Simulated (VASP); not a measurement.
# NaCl (Fm-3m) in VASP: notebook

The runs below take NaCl through single point, with LDA.

All numbers are computed with VASP 6.6.1; they aren't measurements. Logs are shortened: lines on timing, memory, paths and dates and some standing lists are left out, and cuts for length are marked.

## (1) The cell of the first run

It takes space group Fm-3m (No. 225, cubic). The conventional cell has a = 5.437 Å, b = 5.437 Å, c = 5.437 Å, α = 90.00°, β = 90.00°, γ = 90.00°. Na (site symmetry m-3m) has 6 Cl at 2.72 Å within 3.6 Å. Cl (site symmetry m-3m) has 6 Na at 2.72 Å within 3.6 Å.

## (2) Single point, LDA

INCAR reads:

```
SYSTEM = NaCl
PREC = Accurate ; ENCUT = 520
EDIFF = 1E-7 ; ISMEAR = 0
SIGMA = 0.01 ; LREAL = .FALSE.
LASPH = .TRUE. ; NELM = 80
ALGO = Normal ; ISIF = 2
LWAVE = .FALSE. ; LCHARG = .TRUE.
LELF = .TRUE. ; LVHAR = .TRUE.
NBANDS = 14
```

KPOINTS reads:

```
Automatic mesh
0
G
  8 8 8
  0 0 0
```

POSCAR reads:

```
NaCl
1.0
    0.0000000000      2.7185326392      2.7185326392
    2.7185326392      0.0000000000      2.7185326392
    2.7185326392      2.7185326392      0.0000000000
Na Cl
1 1
Direct
    0.0000000000      0.0000000000      0.0000000000
    0.5000000000      0.5000000000      0.5000000000
```

Potentials or basis: VASP PAW LDA potentials, release 64 (Na_pv, Cl).

The run is started by

```bash
$ cat potpaw_LDA.64/Na_pv/POTCAR potpaw_LDA.64/Cl/POTCAR > POTCAR
$ mpirun -np 1 vasp_std > vasp.out
```

OUTCAR:

```text
SYSTEM = NaCl
   PREC = Accurate
   ENCUT = 520
   EDIFF = 1E-7
   ISMEAR = 0
   LREAL = .FALSE.
   LASPH = .TRUE.
   NELM = 80
   ISIF = 2

 ion  position               nearest neighbor table
   1  0.000  0.000  0.000-   2 2.72   2 2.72   2 2.72   2 2.72   2 2.72   2 2.72
   2  0.500  0.500  0.500-   1 2.72   1 2.72   1 2.72   1 2.72   1 2.72   1 2.72

  LATTYP: Found a face centered cubic cell.
 ALAT       =     5.4370652784

  Lattice vectors:

 A1 = (   0.0000000000,   2.7185326392,   2.7185326392)
 A2 = (   2.7185326392,   0.0000000000,   2.7185326392)
 A3 = (   2.7185326392,   2.7185326392,   0.0000000000)

Analysis of symmetry for initial positions (statically):
=====================================================================
 Subroutine PRICEL returns:
 Original cell was already a primitive cell.

 Routine SETGRP: Setting up the symmetry group for a
 face centered cubic supercell.

 Subroutine GETGRP returns: Found 48 space group operations
 (whereof 48 operations were pure point group operations)
 out of a pool of 48 trial point group operations.

The static configuration has the point symmetry O_h .

Analysis of symmetry for dynamics (positions and initial velocities):
=====================================================================
 Subroutine PRICEL returns:
 Original cell was already a primitive cell.

 Routine SETGRP: Setting up the symmetry group for a
 face centered cubic supercell.

 Subroutine GETGRP returns: Found 48 space group operations
 (whereof 48 operations were pure point group operations)
 out of a pool of 48 trial point group operations.

The dynamic configuration has the point symmetry O_h .

 Subroutine INISYM returns: Found 48 space group operations
 (whereof 48 operations are pure point group operations),
 and found     1 'primitive' translations

----------------------------------------------------------------------------------------

                                     Primitive cell

  volume of cell :      40.1822

  direct lattice vectors                    reciprocal lattice vectors
     0.000000000  2.718532639  2.718532639    -0.183922750  0.183922750  0.183922750
     2.718532639  0.000000000  2.718532639     0.183922750 -0.183922750  0.183922750
     2.718532639  2.718532639  0.000000000     0.183922750  0.183922750 -0.183922750

  length of vectors
     3.844585728  3.844585728  3.844585728     0.318563548  0.318563548  0.318563548

  position of ions in fractional coordinates (direct lattice)
     0.000000000  0.000000000  0.000000000
     0.500000000  0.500000000  0.500000000

[... 83 lines left out ...]
   ISYM   =      2    0-nonsym 1-usesym 2-fastsym
   POTIM  = 0.5000    time-step for ionic-motion
   TEBEG  =    0.0;   TEEND  =   0.0 temperature during run
   PSTRESS=    0.0 pullay stress
   NELECT =      14.0000    total number of electrons
   NUPDOWN=      -1.0000    fix difference up-down
   EMIN   =  10.00;   EMAX   =-10.00  energy-range for DOS
   EFERMI =   0.00;   METHOD = LEGACY
   ISMEAR =     0;   SIGMA  =   0.01  broadening in eV -4-tet -1-fermi 0-gaus
   EFERMI_NEDOS =   21; number of points for ismear=-14 and -15
   IALGO  =     38    algorithm
   IMIX   =      4    mixing-type and parameters
     AMIX     =   0.40;   BMIX     =  1.00
     AMIX_MAG =   1.60;   BMIX_MAG =  1.00
  volume/ion in A,a.u.               =      20.09       135.58
  Fermi-wavevector in a.u.,A,eV,Ry     =   1.151966  2.176900 18.055277  1.327025
  Thomas-Fermi vector in A             =   2.288620
   LORBIT       =      0    0 simple, 1 ext, 2 COOP (PROOUT), +10 PAW based schemes
   GGA     = CA    functional components
   LHFCALC =     F    Hartree Fock is set to
   AEXX    =    0.0000 exact exchange contribution
   IVDW    =     0    specifies the selected vdW correction
   LEPSILON=     F    determine dielectric tensor
   LRPA    =     F    only Hartree local field effects (RPA)
 non-spin polarized calculation
 Gauss-broadening in eV      SIGMA  =   0.01
  energy-cutoff  :      520.00
  volume of cell :       40.18
 maximum number of plane-waves:      1106
 NGX is ok and might be reduce to    30
   NGX = 15   NGY = 15   NGZ = 15

 number of electron      13.9999994 magnetization

 Free energy of the ion-electron system (eV)
  ---------------------------------------------------
  ext. energy  EPLUGINS =         0.00000000
  ---------------------------------------------------
  free energy    TOTEN  =        -7.38809713 eV

  energy without entropy =       -7.38809713  energy(sigma->0) =       -7.38809713

 E-fermi :  -0.1577     XC(G=0):  -9.2051

 val. band max:       -0.2564236941   @ k =   0.0000   0.0000   0.0000
 cond. band min:       4.8902698640   @ k =   0.0000   0.0000   0.0000
 fundamental gap:      5.1466935580
 Fermi energy:        -0.1577005391

 k-point     1 :       0.0000    0.0000    0.0000
  band No.  band energies     occupation
      1     -20.8645      2.00000
      2     -20.8645      2.00000
      3     -20.8645      2.00000
      4     -13.1224      2.00000
      5      -0.2564      2.00000
      6      -0.2564      2.00000
      7      -0.2564      2.00000
      8       4.8903      0.00000
      9      10.6833      0.00000
     10      10.6833      0.00000
     11      10.6833      0.00000
     12      13.0621      0.00000
     13      13.0621      0.00000
     14      14.6154      0.00000
[... 377 lines left out ...]
      1     -20.9060      2.00000
      2     -20.8783      2.00000
      3     -20.8717      2.00000
      4     -12.5895      2.00000
      5      -2.3130      2.00000
      6      -1.2258      2.00000
      7      -0.7838      2.00000
      8       7.9926      0.00000
      9       9.3676      0.00000
     10      10.1744      0.00000
     11      11.5712      0.00000
     12      14.3563      0.00000
     13      15.7840      0.00000
     14      16.9146      0.00000

 [... further k-points ...]
[... 5 lines left out ...]
  --------------------------------------------------------------------------------------
  -------------------------------------------------------------------------------------
  Total        0.1255479      0.1255479      0.1255479     -0.0000000     -0.0000000     -0.0000000
  in kB        5.0059491      5.0059491      5.0059491     -0.0000000     -0.0000000     -0.0000000
  external PRESSURE =       5.0059491 kB  Pullay stress =       0.0000000 kB

 VOLUME and BASIS-vectors are now :
 -----------------------------------------------------------------------------
  energy-cutoff  :      520.00
  volume of cell :       40.18
      direct lattice vectors                 reciprocal lattice vectors
     0.000000000  2.718532639  2.718532639    -0.183922750  0.183922750  0.183922750
     2.718532639  0.000000000  2.718532639     0.183922750 -0.183922750  0.183922750
     2.718532639  2.718532639  0.000000000     0.183922750  0.183922750 -0.183922750

 POSITION                                       TOTAL-FORCE (eV/Angst)
 -----------------------------------------------------------------------------------
      0.00000      0.00000      0.00000         0.000000      0.000000      0.000000
      2.71853      2.71853      2.71853        -0.000000     -0.000000     -0.000000
 -----------------------------------------------------------------------------------
    total drift:                               -0.000000      0.000000      0.000000

  FREE ENERGIE OF THE ION-ELECTRON SYSTEM (eV)
  ---------------------------------------------------
  free  energy   TOTEN  =        -7.3880971333 eV

  energy  without entropy=       -7.3880971333  energy(sigma->0) =       -7.38809713
```

Wall time 15 s (1 thread of Intel Xeon 8259CL, shared host); peak memory 0.14 GiB.

What came out:

| Item | Value |
| --- | --- |
| Free energy | -7.3881 eV |
| Pressure | 0.5 GPa |
| Band gap on the k mesh | 5.15 eV |

LDA gaps usually lie below the measured ones, often by a third to a half.

## (3) Single point, LDA

INCAR reads:

```
SYSTEM = NaCl
  ALGO = Normal
  EDIFF = 1E-7
  ENCUT = 520
  GGA = CA
  ISIF = 2
  ISMEAR = 0
  LASPH = .TRUE.
  LCHARG = .TRUE.
  LELF = .TRUE.
  LREAL = .FALSE.
  LVHAR = .TRUE.
  LWAVE = .FALSE.
  NBANDS = 14
  NELM = 60
  PREC = Accurate
  SIGMA = 0.01
```

KPOINTS reads:

```
k-points
0
G
  8 8 8
  0 0 0
```

POSCAR is that of step 2.

Potentials or basis: VASP PAW LDA potentials, release 64 (Na_pv, Cl).

The run is started by

```bash
$ cat potpaw_LDA.64/Na_pv/POTCAR potpaw_LDA.64/Cl/POTCAR > POTCAR
$ mpirun -np 1 vasp_std > vasp.out
```

It took 17 s on 1 thread of Intel Xeon 8259CL, shared host; peak memory 0.15 GiB.

Results (log left out):

```yaml
Free_energy: -7.3881 eV
Pressure: 0.5 GPa
Band_gap_on_the_k_mesh: 5.15 eV
```

Levels at points of the mesh, in eV from the valence-band top:
| k point | band 5 | band 6 | band 7 | band 8 | band 9 | band 10 |
| --- | --- | --- | --- | --- | --- | --- |
| (0.00, 0.00, 0.00) | 0.00 | 0.00 | 0.00 | 5.15 | 10.94 | 10.94 |
| (0.50, 0.00, 0.00) | -2.39 | -0.35 | -0.35 | 7.08 | 10.93 | 10.93 |
| (0.50, 0.50, 0.00) | -2.06 | -0.74 | -0.74 | 7.48 | 7.61 | 11.74 |

Expect the measured gap to be larger: semilocal functionals such as LDA lack the derivative discontinuity.

(Part 1 of 2 ends here.)
